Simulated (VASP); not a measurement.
# HfB (Fm-3m) in VASP: further runs

Runs on HfB. Level: PBE. Tasks: single point.

Everything below comes from runs of VASP 6.6.1. Logs are shortened: lines on timing, memory, paths and dates and some standing lists are left out, and cuts for length are marked.

## Step 1: The cell of the first run

Symmetry: Fm-3m, No. 225, cubic system. Conventional cell: a = 4.712 Å, b = 4.712 Å, c = 4.712 Å, α = 90.00°, β = 90.00°, γ = 90.00°. Within 3.1 Å of Hf (site symmetry m-3m) lie 6 B at 2.36 Å. B (site symmetry m-3m) has 6 Hf at 2.36 Å within 3.1 Å.

## Step 2: Single point, PBE

INCAR

```
SYSTEM = HfB
PREC = Accurate ; ENCUT = 520
EDIFF = 1E-6 ; ISMEAR = 0
SIGMA = 0.1 ; LREAL = .FALSE.
LASPH = .TRUE. ; NELM = 100
ALGO = Normal ; ISIF = 2
LWAVE = .FALSE. ; LCHARG = .TRUE.
GGA = PE ; LELF = .TRUE.
LVHAR = .TRUE. ; NBANDS = 14
```

KPOINTS

```
Automatic mesh
0
G
  16 16 16
  0 0 0
```

POSCAR

```
HfB
1.0
    0.0000000000      2.3560971872      2.3560971872
    2.3560971872      0.0000000000      2.3560971872
    2.3560971872      2.3560971872      0.0000000000
Hf B
1 1
Direct
    0.5000000000      0.5000000000      0.5000000000
    0.0000000000      0.0000000000      0.0000000000
```

Potentials or basis: VASP PAW PBE potentials, release 64 (Hf_pv, B).

Run with:

```sh
$ cat potpaw_PBE.64/Hf_pv/POTCAR potpaw_PBE.64/B/POTCAR > POTCAR
$ mpirun -np 1 vasp_std > vasp.out
```

OUTCAR:

```text
SYSTEM = HfB
   PREC = Accurate
   ENCUT = 520
   EDIFF = 1E-6
   ISMEAR = 0
   LREAL = .FALSE.
   LASPH = .TRUE.
   NELM = 100
   ISIF = 2
   GGA = PE

 ion  position               nearest neighbor table
   1  0.500  0.500  0.500-   2 2.36   2 2.36   2 2.36   2 2.36   2 2.36   2 2.36
   2  0.000  0.000  0.000-   1 2.36   1 2.36   1 2.36   1 2.36   1 2.36   1 2.36

  LATTYP: Found a face centered cubic cell.
 ALAT       =     4.7121943744

  Lattice vectors:

 A1 = (   0.0000000000,   2.3560971872,   2.3560971872)
 A2 = (   2.3560971872,   0.0000000000,   2.3560971872)
 A3 = (   2.3560971872,   2.3560971872,   0.0000000000)

Analysis of symmetry for initial positions (statically):
=====================================================================
 Subroutine PRICEL returns:
 Original cell was already a primitive cell.

 Routine SETGRP: Setting up the symmetry group for a
 face centered cubic supercell.

 Subroutine GETGRP returns: Found 48 space group operations
 (whereof 48 operations were pure point group operations)
 out of a pool of 48 trial point group operations.

The static configuration has the point symmetry O_h .

Analysis of symmetry for dynamics (positions and initial velocities):
=====================================================================
 Subroutine PRICEL returns:
 Original cell was already a primitive cell.

 Routine SETGRP: Setting up the symmetry group for a
 face centered cubic supercell.

 Subroutine GETGRP returns: Found 48 space group operations
 (whereof 48 operations were pure point group operations)
 out of a pool of 48 trial point group operations.

The dynamic configuration has the point symmetry O_h .

 Subroutine INISYM returns: Found 48 space group operations
 (whereof 48 operations are pure point group operations),
 and found     1 'primitive' translations

----------------------------------------------------------------------------------------

                                     Primitive cell

  volume of cell :      26.1583

  direct lattice vectors                    reciprocal lattice vectors
     0.000000000  2.356097187  2.356097187    -0.212215355  0.212215355  0.212215355
     2.356097187  0.000000000  2.356097187     0.212215355 -0.212215355  0.212215355
     2.356097187  2.356097187  0.000000000     0.212215355  0.212215355 -0.212215355

  length of vectors
     3.332024596  3.332024596  3.332024596     0.367567776  0.367567776  0.367567776

  position of ions in fractional coordinates (direct lattice)
     0.500000000  0.500000000  0.500000000
     0.000000000  0.000000000  0.000000000

  ion indices of the primitive-cell ions
   primitive index   ion index
                 1           1
                 2           2

----------------------------------------------------------------------------------------

 KPOINTS: Automatic mesh

Automatic generation of k-mesh.
 Grid dimensions read from file:
 generate k-points for:   16   16   16

 Generating k-lattice:

  Cartesian coordinates                     Fractional coordinates (reciprocal lattice)
    -0.013263460  0.013263460  0.013263460     0.062500000  0.000000000  0.000000000
     0.013263460 -0.013263460  0.013263460     0.000000000  0.062500000  0.000000000
     0.013263460  0.013263460 -0.013263460     0.000000000  0.000000000  0.062500000

  Length of vectors
     0.022972986  0.022972986  0.022972986

  Shift w.r.t. Gamma in fractional coordinates (k-lattice)
     0.000000000  0.000000000  0.000000000

 Subroutine IBZKPT returns following result:
 ===========================================

 Found    145 irreducible k-points:

 Following reciprocal coordinates:
            Coordinates               Weight
  0.000000  0.000000  0.000000      1.000000
  0.062500  0.000000  0.000000      8.000000
  0.125000  0.000000  0.000000      8.000000
  0.187500  0.000000  0.000000      8.000000
  0.250000  0.000000  0.000000      8.000000
  0.312500  0.000000  0.000000      8.000000
[... 16 lines left out ...]
 -0.125000  0.062500  0.000000     24.000000
 -0.062500  0.062500  0.000000     12.000000
 [... further k-points ...]
   k-points           NKPTS =    145   k-points in BZ     NKDIM =    145   number of bands    NBANDS=     14
   number of dos      NEDOS =    301   number of ions     NIONS =      2
   total plane-waves  NPLWV =  21952
   dimension x,y,z NGX =    28 NGY =   28 NGZ =   28
   dimension x,y,z NGXF=    56 NGYF=   56 NGZF=   56
   ions per type =               1   1
   NGX,Y,Z   is equivalent  to a cutoff of  13.97, 13.97, 13.97 a.u.
   NGXF,Y,Z  is equivalent  to a cutoff of  27.94, 27.94, 27.94 a.u.
 SYSTEM =  HfB
   PREC   = accura    normal or accurate (medium, high low for compatibility)
   ISTART =      0    job   : 0-new  1-cont  2-samecut
   ICHARG =      2    charge: 1-file 2-atom 10-const
   ISPIN  =      1    spin polarized calculation?
   LNONCOLLINEAR =      F non collinear calculations
   LSORBIT =      F    spin-orbit coupling
   LASPH  =      T    aspherical Exc in radial PAW
   ENCUT  =  520.0 eV  38.22 Ry    6.18 a.u.   6.20  6.20  6.20*2*pi/ulx,y,z
   NELM   =    100;   NELMIN=  2; NELMDL= -5     # of ELM steps
   EDIFF  = 0.1E-05   stopping-criterion for ELM
   LREAL  =      F    real-space projection
[... 7 lines left out ...]
   TEBEG  =    0.0;   TEEND  =   0.0 temperature during run
   PSTRESS=    0.0 pullay stress
   NELECT =      13.0000    total number of electrons
   NUPDOWN=      -1.0000    fix difference up-down
   EMIN   =  10.00;   EMAX   =-10.00  energy-range for DOS
   EFERMI =   0.00;   METHOD = LEGACY
   ISMEAR =     0;   SIGMA  =   0.10  broadening in eV -4-tet -1-fermi 0-gaus
   EFERMI_NEDOS =   21; number of points for ismear=-14 and -15
   IALGO  =     38    algorithm
   IMIX   =      4    mixing-type and parameters
     AMIX     =   0.40;   BMIX     =  1.00
     AMIX_MAG =   1.60;   BMIX_MAG =  1.00
  volume/ion in A,a.u.               =      13.08        88.26
  Fermi-wavevector in a.u.,A,eV,Ry     =   1.296740  2.450482 22.878651  1.681533
  Thomas-Fermi vector in A             =   2.428177
   LORBIT       =      0    0 simple, 1 ext, 2 COOP (PROOUT), +10 PAW based schemes
   GGA     = PE    functional components
   LHFCALC =     F    Hartree Fock is set to
   AEXX    =    0.0000 exact exchange contribution
   IVDW    =     0    specifies the selected vdW correction
   LEPSILON=     F    determine dielectric tensor
   LRPA    =     F    only Hartree local field effects (RPA)
 non-spin polarized calculation
 Gauss-broadening in eV      SIGMA  =   0.10
  energy-cutoff  :      520.00
  volume of cell :       26.16
 maximum number of plane-waves:       725
 NGX is ok and might be reduce to    28
   NGX = 13   NGY = 13   NGZ = 13

 number of electron      13.0000001 magnetization

 Free energy of the ion-electron system (eV)
  ---------------------------------------------------
  ext. energy  EPLUGINS =         0.00000000
  ---------------------------------------------------
  free energy    TOTEN  =       -17.36974049 eV

  energy without entropy =      -17.36550195  energy(sigma->0) =      -17.36762122

 E-fermi :   4.7526     XC(G=0): -12.0226

 val. band max:        4.7522759817   @ k =   0.2500   0.0000   0.0000
 cond. band min:       4.7527224031   @ k =   0.5000   0.2500   0.0000
 fundamental gap:      0.0004464214
 Fermi energy:         4.7525991895

 k-point     1 :       0.0000    0.0000    0.0000
  band No.  band energies     occupation
      1     -23.8628      2.00000
      2     -23.8628      2.00000
      3     -23.8628      2.00000
      4      -4.6307      2.00000
      5       6.8902      0.00000
      6       6.8902      0.00000
      7       6.8902      0.00000
      8       8.5354      0.00000
      9       8.5354      0.00000
     10       8.5354      0.00000
     11       8.7519      0.00000
     12       8.7519      0.00000
     13      16.1974      0.00000
     14      16.8656      0.00000

 k-point     2 :       0.0625    0.0000    0.0000
  band No.  band energies     occupation
      1     -23.8865      2.00000
      2     -23.8652      2.00000
      3     -23.8652      2.00000
      4      -4.5254      2.00000
      5       6.4857      0.00000
      6       6.8147      0.00000
      7       6.8147      0.00000
      8       7.7255      0.00000
      9       7.7255      0.00000
     10       8.7546      0.00000
     11       9.8502      0.00000
     12       9.8502      0.00000
     13      16.4700      0.00000
     14      17.0024      0.00000

 k-point     3 :       0.1250    0.0000    0.0000
  band No.  band energies     occupation
      1     -23.9533      2.00000
      2     -23.8722      2.00000
      3     -23.8722      2.00000
      4      -4.2168      2.00000
      5       5.6514      0.00000
      6       6.2240      0.00000
      7       6.2240      0.00000
      8       7.6176      0.00000
      9       7.6176      0.00000
     10       9.0908      0.00000
     11      11.1784      0.00000
     12      11.1784      0.00000
     13      17.2263      0.00000
     14      17.3581      0.00000
[... 324 lines left out ...]
 k-point    23 :      -0.1250    0.0625    0.0000
  band No.  band energies     occupation
      1     -23.9920      2.00000
      2     -23.8949      2.00000
      3     -23.8696      2.00000
      4      -3.9847      2.00000
      5       5.2917      0.00000
      6       5.7089      0.00000
      7       5.7753      0.00000
      8       7.3531      0.00000
      9       8.3172      0.00000
     10       9.4506      0.00000
     11      11.0426      0.00000
     12      12.4421      0.00000
     13      17.5887      0.00000
     14      17.7708      0.00000

 k-point    24 :      -0.0625    0.0625    0.0000
  band No.  band energies     occupation
      1     -23.9191      2.00000
      2     -23.8790      2.00000
      3     -23.8648      2.00000
      4      -4.3527      2.00000
      5       6.1608      0.00000
      6       6.2302      0.00000
      7       6.6492      0.00000
      8       7.0482      0.00000
      9       8.1041      0.00000
     10       9.1225      0.00000
     11      10.0367      0.00000
     12      11.0783      0.00000
     13      16.9032      0.00000
     14      17.2190      0.00000

 [... further k-points ...]
[... 5 lines left out ...]
  --------------------------------------------------------------------------------------
  -------------------------------------------------------------------------------------
  Total        2.5250552      2.5250552      2.5250552      0.0000000      0.0000000      0.0000000
  in kB      154.6578087    154.6578087    154.6578087      0.0000000      0.0000000      0.0000000
  external PRESSURE =     154.6578087 kB  Pullay stress =       0.0000000 kB

 VOLUME and BASIS-vectors are now :
 -----------------------------------------------------------------------------
  energy-cutoff  :      520.00
  volume of cell :       26.16
      direct lattice vectors                 reciprocal lattice vectors
     0.000000000  2.356097187  2.356097187    -0.212215355  0.212215355  0.212215355
     2.356097187  0.000000000  2.356097187     0.212215355 -0.212215355  0.212215355
     2.356097187  2.356097187  0.000000000     0.212215355  0.212215355 -0.212215355

 POSITION                                       TOTAL-FORCE (eV/Angst)
 -----------------------------------------------------------------------------------
      2.35610      2.35610      2.35610        -0.000000      0.000000     -0.000000
      0.00000      0.00000      0.00000         0.000000     -0.000000      0.000000
 -----------------------------------------------------------------------------------
    total drift:                                0.000000      0.000000      0.000000

  FREE ENERGIE OF THE ION-ELECTRON SYSTEM (eV)
  ---------------------------------------------------
  free  energy   TOTEN  =       -17.3697404859 eV

  energy  without entropy=      -17.3655019530  energy(sigma->0) =      -17.36762122
```

Run time: 58 s. Hardware: 1 thread of Intel Xeon Platinum 8375C at 2.90GHz (Ice Lake), shared host; peak memory 0.2 GiB.

What came out:

```yaml
Free_energy: -17.3697 eV
Pressure: 15.5 GPa
```

Levels at points of the mesh, in eV from the Fermi level:
| k point | band 4 | band 5 | band 6 | band 7 | band 8 | band 9 | band 10 | band 11 |
| --- | --- | --- | --- | --- | --- | --- | --- | --- |
| (0.00, 0.00, 0.00) | -9.38 | 2.14 | 2.14 | 2.14 | 3.78 | 3.78 | 3.78 | 4.00 |
| (0.50, 0.00, 0.00) | -4.84 | -4.27 | -1.27 | -1.27 | 6.15 | 6.15 | 7.09 | 8.12 |
| (0.50, 0.50, 0.00) | -6.57 | -1.08 | -0.95 | 2.17 | 2.17 | 5.87 | 7.40 | 7.40 |

Caveat: spin-orbit coupling is left out, which moves the levels of the heavy elements.

## Step 3: Single point, PBE

This run uses another cell than the first one, of 13.52 Å³/atom, 1.034 times its volume.

INCAR

```
SYSTEM = HfB
ALGO = Normal ; EDIFF = 1E-6
ENCUT = 520 ; GGA = PE
ISIF = 2 ; ISMEAR = 0
LASPH = .True. ; LCHARG = .False.
LREAL = .False. ; LWAVE = .False.
NBANDS = 14 ; NELM = 100
PREC = Accurate ; SIGMA = 0.1
```

KPOINTS

```
k-points
0
Gamma
  16 16 16
  0 0 0
```

POSCAR

```
HfB
1.0
    0.0000000000      2.3821658313      2.3821658313
    2.3821658313      0.0000000000      2.3821658313
    2.3821658313      2.3821658313      0.0000000000
Hf B
1 1
Direct
    0.5000000000      0.5000000000      0.5000000000
    0.0000000000      0.0000000000      0.0000000000
```

Potentials or basis: VASP PAW PBE potentials, release 64 (Hf_pv, B).

Run with:

```sh
$ cat potpaw_PBE.64/Hf_pv/POTCAR potpaw_PBE.64/B/POTCAR > POTCAR
$ mpirun -np 1 vasp_std > vasp.out
```

Wall time 52 s (1 thread of Intel Xeon Platinum 8375C at 2.90GHz (Ice Lake), shared host); peak memory 0.2 GiB.

The run converged. Its results:

```
Free energy : -17.4347 eV
Pressure    : 8.3 GPa
```

Levels at points of the mesh, in eV from the Fermi level:
| k point | band 4 | band 5 | band 6 | band 7 | band 8 | band 9 | band 10 | band 11 |
| --- | --- | --- | --- | --- | --- | --- | --- | --- |
| (0.00, 0.00, 0.00) | -9.27 | 2.10 | 2.10 | 2.10 | 3.69 | 3.69 | 3.69 | 3.87 |
| (0.50, 0.00, 0.00) | -4.74 | -4.37 | -1.21 | -1.21 | 5.93 | 5.93 | 6.82 | 7.94 |
| (0.50, 0.50, 0.00) | -6.49 | -1.16 | -0.87 | 2.07 | 2.07 | 5.66 | 7.13 | 7.13 |

Caveat: spin-orbit coupling is left out, which moves the levels of the heavy elements.

(Part 1 of 2 ends here.)
